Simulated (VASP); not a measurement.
Ag:

```
Ag
1.0
     0.00000    2.04275    2.04275
     2.04275    0.00000    2.04275
     2.04275    2.04275    0.00000
Ag
1
Direct
  0.00000 0.00000 0.00000
```

- Program: VASP 6.6.1
- Task: relaxation of cell and atoms
- Functional: SVWN5
- Potentials or basis: VASP PAW PBE potentials, release 64 (Ag)
- Cutoff: 600 eV
- k mesh: 11 × 11 × 11
- Occupations: fermi-dirac, width 0.05 eV
- Spin: no spin polarisation

At the start: pressure -7.9 GPa; volume 17.05 Å³/atom.

Question: How do energy, volume and symmetry change on relaxing?

Answer: Over 3 steps the energy falls by 29.9 meV/atom and the volume is 15.94 Å³/atom (-6.5 %); space group Fm-3m (No. 225, to 0.1 Å) before and after.

The path:
```tsv
step	energy change (eV)	largest force (eV/Å)	pressure (GPa)	volume (Å³)
1	0.0000	0.0000	-7.93	17.05
2	-0.0056	0.0000	9.44	15.05
3	-0.0299	0.0000	-0.07	15.94
```

Final structure:
```xyz
1
Lattice="0.0000 1.9974 1.9974 1.9974 0.0000 1.9974 1.9974 1.9974 0.0000" Properties=species:S:1:pos:R:3 pbc="T T T"
Ag    0.0000    0.0000    0.0000
```

Caveat: the PAW data sets were made with another functional, which shifts forces and pressure a little.
